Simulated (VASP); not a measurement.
Runs of VASP 6.6.1 on Ti. The structure is that of space group Fm-3m (No. 225), or close to it. The cells are those of the table. 

```tsv
cell	gap on the mesh (eV)	pressure (GPa)
a = 2.907, b = 2.907, c = 2.871 Å, angles 60.4, 60.4, 59.2°, 1 atom	none	-3.2
a = 2.907, b = 2.907, c = 2.943 Å, angles 59.6, 59.6, 60.8°, 1 atom	none	-5.6
a = 2.800, b = 2.800, c = 2.727 Å, angles 60.9, 60.9, 58.3°, 1 atom	none	(a)
a = 2.837, b = 2.837, c = 2.727 Å, angles 61.3, 61.3, 57.5°, 1 atom	none	9.2
a = 3.014 Å, angles 60.0°, 1 atom	none	(b)
```

Alike in all rows: task single point; level PBEsol; potentials or basis VASP PAW PBE potentials, release 64 (Ti_sv); no spin polarisation; k mesh 20 × 20 × 20; cutoff (eV) 520; smearing gaussian 0.15 eV.

Q: Estimate the missing entries.

A: (a) 13.0; (b) -13.2.

Caveats: the PAW data sets were made with another functional, which shifts forces and pressure a little; the cell stands under tension (at least some runs); the cell stands under pressure (at least some runs).

A gap of «none» marks levels without a gap at the run's occupations.
